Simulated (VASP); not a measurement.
# TiB2 (P6/mmm) in VASP: a series of runs

TiB2 is run at these levels: PBE; tasks: single point, relaxation of cell and atoms.

All numbers are computed with VASP 6.6.1; they aren't measurements. Logs are shortened: lines on timing, memory, paths and dates and some standing lists are left out, and cuts for length are marked.

## (1) The cell of the first run

The structure is hexagonal, space group P6/mmm (No. 191). Conventional cell: a = 3.033 Å, b = 3.033 Å, c = 3.224 Å, α = 90.00°, β = 90.00°, γ = 120.00°. Ti (site symmetry 6/mmm) has 12 B at 2.38 Å and 6 Ti at 3.03 Å within 3.1 Å. Within 2.3 Å of B (site symmetry -6m2) lie 3 B at 1.75 Å.

## (2) Single point, PBE

File INCAR:

```
PREC = Accurate
ENCUT = 500
EDIFF = 1E-6
ISMEAR = -1
SIGMA = 0.15
LREAL = False
LASPH = True
NELM = 120
ALGO = Normal
ISIF = 2
LWAVE = False
LCHARG = False
GGA = PE
NBANDS = 16
GGA_COMPAT = False
```

File KPOINTS:

```
Automatic mesh
0
Gamma
  13 13 10
```

File POSCAR:

```
TiB2
1.0
    3.0327086184      0.0000000000      0.0000000000
   -1.5163543092      2.6264027058      0.0000000000
    0.0000000000      0.0000000000      3.2241795122
Ti B
1 2
Direct
    0.0000000000      0.0000000000      0.0000000000
    0.3333333333      0.6666666667      0.5000000000
    0.6666666667      0.3333333333      0.5000000000
```

Potentials or basis: VASP PAW PBE potentials, release 64 (Ti_sv, B).

The run is started by

```sh
$ cat potpaw_PBE.64/Ti_sv/POTCAR potpaw_PBE.64/B/POTCAR > POTCAR
$ mpirun -np 1 vasp_std > vasp.out
```

OUTCAR:

```text
PREC = Accurate
   ENCUT = 500
   EDIFF = 1E-6
   ISMEAR = -1
   LREAL = False
   LASPH = True
   NELM = 120
   ISIF = 2
   GGA = PE

 ion  position               nearest neighbor table
   1  0.000  0.000  0.000-   2 2.38   3 2.38   2 2.38   3 2.38   2 2.38   2 2.38   3 2.38   3 2.38
                             3 2.38   3 2.38   2 2.38   2 2.38
   2  0.333  0.667  0.500-   3 1.75   3 1.75   3 1.75   1 2.38   1 2.38   1 2.38   1 2.38   1 2.38
                             1 2.38
   3  0.667  0.333  0.500-   2 1.75   2 1.75   2 1.75   1 2.38   1 2.38   1 2.38   1 2.38   1 2.38
                             1 2.38

  LATTYP: Found a hexagonal cell.
 ALAT       =     3.0327086184
 C/A-ratio  =     1.0631352754

  Lattice vectors:

 A1 = (   3.0327086184,   0.0000000000,   0.0000000000)
 A2 = (  -1.5163543092,   2.6264027058,   0.0000000000)
 A3 = (   0.0000000000,   0.0000000000,   3.2241795122)

Analysis of symmetry for initial positions (statically):
=====================================================================
 Subroutine PRICEL returns:
 Original cell was already a primitive cell.

 Routine SETGRP: Setting up the symmetry group for a
 hexagonal supercell.

 Subroutine GETGRP returns: Found 24 space group operations
 (whereof 24 operations were pure point group operations)
 out of a pool of 24 trial point group operations.

The static configuration has the point symmetry D_6h.

Analysis of symmetry for dynamics (positions and initial velocities):
=====================================================================
 Subroutine PRICEL returns:
 Original cell was already a primitive cell.

 Routine SETGRP: Setting up the symmetry group for a
 hexagonal supercell.

 Subroutine GETGRP returns: Found 24 space group operations
 (whereof 24 operations were pure point group operations)
 out of a pool of 24 trial point group operations.

The dynamic configuration has the point symmetry D_6h.

 Subroutine INISYM returns: Found 24 space group operations
 (whereof 24 operations are pure point group operations),
 and found     1 'primitive' translations

----------------------------------------------------------------------------------------

                                     Primitive cell

  volume of cell :      25.6810

  direct lattice vectors                    reciprocal lattice vectors
     3.032708618  0.000000000  0.000000000     0.329738239  0.190374461  0.000000000
    -1.516354309  2.626402706  0.000000000     0.000000000  0.380748922  0.000000000
     0.000000000  0.000000000  3.224179512     0.000000000  0.000000000  0.310156428

  length of vectors
     3.032708618  3.032708618  3.224179512     0.380748922  0.380748922  0.310156428

  position of ions in fractional coordinates (direct lattice)
     0.000000000  0.000000000  0.000000000
     0.333333333  0.666666667  0.500000000
     0.666666667  0.333333333  0.500000000

  ion indices of the primitive-cell ions
   primitive index   ion index
                 1           1
                 2           2
                 3           3

----------------------------------------------------------------------------------------

 KPOINTS: Automatic mesh

Automatic generation of k-mesh.
 Grid dimensions read from file:
 generate k-points for:   13   13   10

 Generating k-lattice:

  Cartesian coordinates                     Fractional coordinates (reciprocal lattice)
     0.025364480  0.014644189  0.000000000     0.076923077 -0.000000000  0.000000000
     0.000000000  0.029288379  0.000000000     0.000000000  0.076923077  0.000000000
     0.000000000  0.000000000  0.031015643     0.000000000  0.000000000  0.100000000

  Length of vectors
     0.029288379  0.029288379  0.031015643

  Shift w.r.t. Gamma in fractional coordinates (k-lattice)
     0.000000000  0.000000000  0.000000000

 Subroutine IBZKPT returns following result:
 ===========================================

 Found    126 irreducible k-points:

 Following reciprocal coordinates:
            Coordinates               Weight
  0.000000  0.000000  0.000000      1.000000
  0.076923 -0.000000  0.000000      6.000000
  0.153846  0.000000  0.000000      6.000000
  0.230769  0.000000  0.000000      6.000000
  0.307692  0.000000  0.000000      6.000000
  0.384615  0.000000  0.000000      6.000000
[... 16 lines left out ...]
  0.076923 -0.000000  0.100000     12.000000
  0.153846  0.000000  0.100000     12.000000
 [... further k-points ...]
   k-points           NKPTS =    126   k-points in BZ     NKDIM =    126   number of bands    NBANDS=     16
   number of dos      NEDOS =    301   number of ions     NIONS =      3
   total plane-waves  NPLWV =  13824
   dimension x,y,z NGX =    24 NGY =   24 NGZ =   24
   dimension x,y,z NGXF=    48 NGYF=   48 NGZF=   48
   ions per type =               1   2
   NGX,Y,Z   is equivalent  to a cutoff of  13.16, 13.16, 12.37 a.u.
   NGXF,Y,Z  is equivalent  to a cutoff of  26.31, 26.31, 24.75 a.u.
 SYSTEM =  unknown system
   PREC   = accura    normal or accurate (medium, high low for compatibility)
   ISTART =      0    job   : 0-new  1-cont  2-samecut
   ICHARG =      2    charge: 1-file 2-atom 10-const
   ISPIN  =      1    spin polarized calculation?
   LNONCOLLINEAR =      F non collinear calculations
   LSORBIT =      F    spin-orbit coupling
   LASPH  =      T    aspherical Exc in radial PAW
   ENCUT  =  500.0 eV  36.75 Ry    6.06 a.u.   5.53  5.53  5.88*2*pi/ulx,y,z
   NELM   =    120;   NELMIN=  2; NELMDL= -5     # of ELM steps
   EDIFF  = 0.1E-05   stopping-criterion for ELM
   LREAL  =      F    real-space projection
   EDIFFG = 0.1E-04   stopping-criterion for IOM
   NSW    =      0    number of steps for IOM
   IBRION =     -1    ionic relax: 0-MD 1-quasi-New 2-CG
   NFREE  =      0    steps in history (QN), initial steepest desc. (CG)
   ISIF   =      2    stress and relaxation
   ISYM   =      2    0-nonsym 1-usesym 2-fastsym
   POTIM  = 0.5000    time-step for ionic-motion
   TEBEG  =    0.0;   TEEND  =   0.0 temperature during run
   PSTRESS=    0.0 pullay stress
   NELECT =      18.0000    total number of electrons
   NUPDOWN=      -1.0000    fix difference up-down
   EMIN   =  10.00;   EMAX   =-10.00  energy-range for DOS
   EFERMI =   0.00;   METHOD = LEGACY
   ISMEAR =    -1;   SIGMA  =   0.15  broadening in eV -4-tet -1-fermi 0-gaus
   EFERMI_NEDOS =   21; number of points for ismear=-14 and -15
   IALGO  =     38    algorithm
   IMIX   =      4    mixing-type and parameters
     AMIX     =   0.40;   BMIX     =  1.00
     AMIX_MAG =   1.60;   BMIX_MAG =  1.00
  volume/ion in A,a.u.               =       8.56        57.77
  Fermi-wavevector in a.u.,A,eV,Ry     =   1.454215  2.748068 28.772798  2.114741
  Thomas-Fermi vector in A             =   2.571391
   LORBIT       =      0    0 simple, 1 ext, 2 COOP (PROOUT), +10 PAW based schemes
   GGA     = PE    functional components
   LHFCALC =     F    Hartree Fock is set to
   AEXX    =    0.0000 exact exchange contribution
   IVDW    =     0    specifies the selected vdW correction
   LEPSILON=     F    determine dielectric tensor
   LRPA    =     F    only Hartree local field effects (RPA)
 non-spin polarized calculation
  energy-cutoff  :      500.00
  volume of cell :       25.68
 maximum number of plane-waves:       678
 NGX is ok and might be reduce to    24
   NGX = 11   NGY = 11   NGZ = 11

 number of electron      18.0000001 magnetization

 Free energy of the ion-electron system (eV)
  ---------------------------------------------------
  ext. energy  EPLUGINS =         0.00000000
  ---------------------------------------------------
  free energy    TOTEN  =       -24.44356925 eV

  energy without entropy =      -24.41297857  energy(sigma->0) =      -24.42827391

 E-fermi :   9.9829     XC(G=0): -12.7641

 val. band max:        9.9670350301   @ k =   0.2308   0.2308   0.0000
 cond. band min:      10.0321780573   @ k =   0.0769  -0.0000   0.4000
 fundamental gap:      0.0651430272
 Fermi energy:         9.9828594154

 k-point     1 :       0.0000    0.0000    0.0000
  band No.  band energies     occupation
      1     -46.9643      2.00000
      2     -23.3135      2.00000
      3     -23.0041      2.00000
      4     -23.0041      2.00000
      5      -3.5102      2.00000
      6       7.3742      2.00000
[... 8 lines left out ...]
     15      15.7334      0.00000
     16      16.8601      0.00000

 k-point     2 :       0.0769   -0.0000    0.0000
  band No.  band energies     occupation
      1     -46.9612      2.00000
      2     -23.3096      2.00000
      3     -23.0277      2.00000
      4     -23.0095      2.00000
      5      -3.3963      2.00000
      6       7.0447      2.00000
[... 8 lines left out ...]
     15      16.4325      0.00000
     16      17.2215      0.00000

 k-point     3 :       0.1538    0.0000    0.0000
  band No.  band energies     occupation
      1     -46.9527      2.00000
      2     -23.2988      2.00000
      3     -23.0926      2.00000
      4     -23.0242      2.00000
      5      -3.0605      2.00000
      6       6.1817      2.00000
[... 8 lines left out ...]
     15      17.8845      0.00000
     16      18.2866      0.00000

 k-point     4 :       0.2308    0.0000    0.0000
  band No.  band energies     occupation
      1     -46.9407      2.00000
      2     -23.2836      2.00000
      3     -23.1830      2.00000
      4     -23.0450      2.00000
      5      -2.5179      2.00000
      6       5.0304      2.00000
[... 8 lines left out ...]
     15      17.5083      0.00000
     16      19.2024      0.00000
[... 324 lines left out ...]
 k-point    22 :       0.0000    0.0000    0.1000
  band No.  band energies     occupation
      1     -46.9628      2.00000
      2     -23.3330      2.00000
      3     -23.0026      2.00000
      4     -23.0026      2.00000
      5      -3.3776      2.00000
      6       6.4885      2.00000
[... 8 lines left out ...]
     15      16.2367      0.00000
     16      16.8246      0.00000

 k-point    23 :       0.0769   -0.0000    0.1000
  band No.  band energies     occupation
      1     -46.9598      2.00000
      2     -23.3290      2.00000
      3     -23.0260      2.00000
      4     -23.0079      2.00000
      5      -3.2664      2.00000
      6       6.5152      2.00000
[... 8 lines left out ...]
     15      16.7554      0.00000
     16      17.1450      0.00000

 k-point    24 :       0.1538    0.0000    0.1000
  band No.  band energies     occupation
      1     -46.9513      2.00000
      2     -23.3178      2.00000
      3     -23.0906      2.00000
      4     -23.0226      2.00000
      5      -2.9383      2.00000
      6       6.2318      2.00000
[... 8 lines left out ...]
     15      17.7560      0.00000
     16      18.0180      0.00000

 [... further k-points ...]
[... 5 lines left out ...]
  --------------------------------------------------------------------------------------
  -------------------------------------------------------------------------------------
  Total        0.0309522      0.0309522      0.0363581      0.0000000      0.0000000     -0.0000000
  in kB        1.9310354      1.9310354      2.2683033      0.0000000      0.0000000     -0.0000000
  external PRESSURE =       2.0434580 kB  Pullay stress =       0.0000000 kB

 VOLUME and BASIS-vectors are now :
 -----------------------------------------------------------------------------
  energy-cutoff  :      500.00
  volume of cell :       25.68
      direct lattice vectors                 reciprocal lattice vectors
     3.032708618  0.000000000  0.000000000     0.329738239  0.190374461  0.000000000
    -1.516354309  2.626402706  0.000000000     0.000000000  0.380748922  0.000000000
     0.000000000  0.000000000  3.224179512     0.000000000  0.000000000  0.310156428

 POSITION                                       TOTAL-FORCE (eV/Angst)
 -----------------------------------------------------------------------------------
      0.00000      0.00000      0.00000        -0.000000      0.000000      0.000000
     -0.00000      1.75094      1.61209        -0.000000      0.000000     -0.000000
      1.51635      0.87547      1.61209         0.000000     -0.000000      0.000000
 -----------------------------------------------------------------------------------
    total drift:                               -0.000000      0.000000      0.000000

  FREE ENERGIE OF THE ION-ELECTRON SYSTEM (eV)
  ---------------------------------------------------
  free  energy   TOTEN  =       -24.4435692501 eV

  energy  without entropy=      -24.4129785741  energy(sigma->0) =      -24.42827391
```

Run time: 29 s. Hardware: 1 thread of Intel Xeon 6975P-C, shared host; peak memory 0.17 GiB.

What came out:

```yaml
Free_energy: -24.4436 eV
Pressure: 0.2 GPa
Band_gap_on_the_k_mesh: zero (band 9 reaches 10.32 eV, above the bottom of band 10 at 9.80 eV)
```

Levels at points of the mesh, in eV from the Fermi level:
| k point | band 5 | band 6 | band 7 | band 8 | band 9 | band 10 | band 11 | band 12 | band 13 | band 14 |
| --- | --- | --- | --- | --- | --- | --- | --- | --- | --- | --- |
| (0.00, 0.00, 0.00) | -13.49 | -2.61 | -2.61 | -2.29 | -2.10 | 1.90 | 1.90 | 3.67 | 3.67 | 5.75 |
| (0.00, 0.00, 0.50) | -11.57 | -7.60 | -0.56 | -0.56 | -0.19 | -0.19 | 0.44 | 0.44 | 1.67 | 6.53 |

## (3) Relaxation of cell and atoms, PBE

File INCAR:

```
  ALGO = Normal
  EDIFF = 1E-7
  EDIFFG = -0.02
  ENCUT = 500
  GGA = PE
  GGA_COMPAT = False
  IBRION = 2
  ISIF = 3
  ISMEAR = -1
  LASPH = True
  LCHARG = False
  LREAL = False
  LWAVE = False
  NELM = 120
  NELMIN = 4
  NSW = 80
  PREC = Accurate
  SIGMA = 0.15
```

File KPOINTS:

```
k-points
0
Gamma
  13 13 10
```

File POSCAR:

```
TiB2
1.0
    3.0292000000      0.0000000000      0.0000000000
   -1.5146000000      2.6233640000      0.0000000000
    0.0000000000      0.0000000000      3.2284000000
Ti B
1 2
Direct
    0.0000000000      0.0000000000      0.0000000000
    0.3333333333      0.6666666667      0.5000000000
    0.6666666667      0.3333333333      0.5000000000
```

Potentials or basis: VASP PAW PBE potentials, release 64 (Ti_sv, B).

The run is started by

```sh
$ cat potpaw_PBE.64/Ti_sv/POTCAR potpaw_PBE.64/B/POTCAR > POTCAR
$ mpirun -np 1 vasp_std > vasp.out
```

It took 49 s on 1 thread of Intel Xeon 6975P-C, shared host; peak memory 0.17 GiB.

It converged, with:

```yaml
Free_energy: -24.4435 eV
Relaxed_volume: 8.57 Å³/atom
Relaxed_cell: a = 3.033 Å, b = 3.033 Å, c = 3.228 Å, α = 90.00°, β = 90.00°, γ = 120.00°
Space_group_after_relaxing_to_0.05_Å: P6/mmm (No. 191)
Energy_gained_by_relaxing: 0.1 meV/atom
Ionic_steps: 4
Pressure_after_relaxing: -0.1 GPa
Band_gap_on_the_k_mesh: zero (band 9 reaches 10.31 eV, above the bottom of band 10 at 9.79 eV)
```

Stress tensor (GPa, compression positive):
```
 0.01  0.00  0.00
 0.00  0.01  0.00
 0.00  0.00 -0.32
```

Step by step:
| step | energy change (eV) | largest force (eV/Å) | pressure (GPa) | volume (Å³) |
| --- | --- | --- | --- | --- |
| 1 | 0.0000 | 0.0000 | 0.53 | 25.66 |
| 2 | -0.0001 | 0.0000 | -0.54 | 25.76 |
| 3 | -0.0002 | 0.0000 | -0.16 | 25.71 |
| 4 | -0.0002 | 0.0000 | -0.10 | 25.71 |

Final structure:
```
Ti B
1.0
     3.03282    0.00000    0.00000
    -1.51641    2.62650    0.00000
     0.00000    0.00000    3.22773
Ti B
1 2
Direct
  0.00000 0.00000 0.00000
  0.33333 0.66667 0.50000
  0.66667 0.33333 0.50000
```

Levels at points of the mesh, in eV from the Fermi level:
| k point | band 7 | band 8 | band 9 | band 10 | band 11 | band 12 |
| --- | --- | --- | --- | --- | --- | --- |
| (0.00, 0.00, 0.00) | -2.60 | -2.31 | -2.10 | 1.89 | 1.89 | 3.66 |
| (0.00, 0.00, 0.50) | -0.55 | -0.55 | -0.18 | -0.18 | 0.44 | 0.44 |

## (4) Relaxation of cell and atoms, PBE, target pressure 10 GPa, at which the enthalpy is minimised

File INCAR:

```
PREC = Accurate ; ENCUT = 500
EDIFF = 1E-7 ; ISMEAR = -1
SIGMA = 0.15 ; LREAL = False
LASPH = True ; NELM = 120
ALGO = Normal ; ISIF = 3
LWAVE = False ; LCHARG = False
GGA = PE ; IBRION = 2
NSW = 80 ; EDIFFG = -0.02
PSTRESS = 100.0 ; GGA_COMPAT = False
NELMIN = 4
```

File KPOINTS:

```
regular mesh
0
Gamma
  13 13 10
```

POSCAR is that of step 3.

The run is started by

```sh
$ cat potpaw_PBE.64/Ti_sv/POTCAR potpaw_PBE.64/B/POTCAR > POTCAR
$ mpirun -np 1 vasp_std > vasp.out
```

Wall time 1.7 min (1 thread of Intel Xeon 6975P-C, shared host); peak memory 0.18 GiB.

The run converged. Its results:

```yaml
Free_energy: -24.4143 eV
Relaxed_volume: 8.25 Å³/atom
Relaxed_cell: a = 3.000 Å, b = 3.000 Å, c = 3.175 Å, α = 90.00°, β = 90.00°, γ = 120.00°
Space_group_after_relaxing_to_0.05_Å: P6/mmm (No. 191)
Energy_change_on_relaxing_the_enthalpy_is_what_falls: +9.7 meV/atom
Ionic_steps: 5
Pressure_after_relaxing: 10.2 GPa
Band_gap_on_the_k_mesh: zero (band 9 reaches 10.73 eV, above the bottom of band 10 at 10.17 eV)
```

Stress tensor (GPa, compression positive):
```
10.19  0.00  0.00
 0.00 10.19  0.00
 0.00  0.00 10.09
```

The path:
```
step  energy change (eV)  largest force (eV/Å)  pressure (GPa)  volume (Å³)
   1              0.0000                0.0000            0.53        25.66
   2              0.1221                0.0000           22.25        23.82
   3              0.0278                0.0000           10.01        24.78
   4              0.0289                0.0000           10.20        24.76
   5              0.0291                0.0000           10.15        24.75
```

Final structure:
```
CELL_PARAMETERS angstrom
3.00004 0.00000 0.00000
-1.50002 2.59811 0.00000
0.00000 0.00000 3.17473
ATOMIC_POSITIONS crystal
Ti 0.00000 0.00000 0.00000
B 0.33333 0.66667 0.50000
B 0.66667 0.33333 0.50000
```

Levels at points of the mesh, in eV from the Fermi level:
```csv
k point,band 6,band 7,band 8,band 9,band 10,band 11,band 12,band 13
"(0.00, 0.00, 0.00)",-2.72,-2.72,-2.26,-2.18,2.01,2.01,3.87,3.87
"(0.00, 0.00, 0.50)",-7.75,-0.58,-0.58,-0.23,-0.23,0.46,0.46,1.82
```

Caveat: the cell is relaxed towards a set pressure, so the enthalpy falls and the energy may rise.

## (5) Relaxation of cell and atoms, PBE, target pressure 20 GPa, at which the enthalpy is minimised

File INCAR:

```
SYSTEM = TiB2
ALGO = Normal
EDIFF = 1E-7
EDIFFG = -0.02
ENCUT = 500
GGA = PE
GGA_COMPAT = .FALSE.
IBRION = 2
ISIF = 3
ISMEAR = -1
LASPH = .TRUE.
LCHARG = .FALSE.
LREAL = .FALSE.
LWAVE = .FALSE.
NELM = 120
NELMIN = 4
NSW = 80
PREC = Accurate
PSTRESS = 200.0
SIGMA = 0.15
```

File KPOINTS:

```
k-points
0
G
  13 13 10
  0 0 0
```

POSCAR is that of step 4.

The run is started by

```sh
$ cat potpaw_PBE.64/Ti_sv/POTCAR potpaw_PBE.64/B/POTCAR > POTCAR
$ mpirun -np 1 vasp_std > vasp.out
```

It took 97 s on 1 thread of Intel Xeon 6975P-C, shared host; peak memory 0.18 GiB.

Results (log left out):

```
Free energy                                            : -24.3410 eV
Relaxed volume                                         : 7.99 Å³/atom
Relaxed cell                                           : a = 2.972 Å, b = 2.972 Å, c = 3.132 Å, α = 90.00°, β = 90.00°, γ = 120.00°
Space group after relaxing (to 0.05 Å)                 : P6/mmm (No. 191)
Energy change on relaxing (the enthalpy is what falls) : +34.1 meV/atom
Ionic steps                                            : 5
Pressure after relaxing                                : 20.0 GPa
Band gap on the k mesh                                 : zero (band 9 reaches 11.09 eV, above the bottom of band 10 at 10.51 eV)
```

Stress tensor (GPa, compression positive):
```
20.08  0.00  0.00
 0.00 20.08  0.00
 0.00  0.00 19.93
```

The path:
```tsv
step	energy change (eV)	largest force (eV/Å)	pressure (GPa)	volume (Å³)
1	0.0000	0.0000	0.53	25.66
2	0.5451	0.0000	53.41	21.99
3	0.0974	0.0000	19.63	24.02
4	0.1013	0.0000	20.05	23.99
5	0.1024	0.0000	20.03	23.96
```

Final structure:
```yaml
crystal:
  lattice:
    - [2.97192, 0.00000, 0.00000]
    - [-1.48596, 2.57376, 0.00000]
    - [0.00000, 0.00000, 3.13240]
  atoms:
    - { symbol: Ti, position: [0.00000, 0.00000, 0.00000] }
    - { symbol: B, position: [0.33333, 0.66667, 0.50000] }
    - { symbol: B, position: [0.66667, 0.33333, 0.50000] }
```

Levels at points of the mesh, in eV from the Fermi level:
| k point | band 7 | band 8 | band 9 | band 10 | band 11 | band 12 |
| --- | --- | --- | --- | --- | --- | --- |
| (0.00, 0.00, 0.00) | -2.83 | -2.26 | -2.22 | 2.10 | 2.10 | 4.06 |
| (0.00, 0.00, 0.50) | -0.60 | -0.60 | -0.26 | -0.26 | 0.48 | 0.48 |

Caveat: the cell is relaxed towards a set pressure, so the enthalpy falls and the energy may rise.

(Part 1 of 3 ends here.)
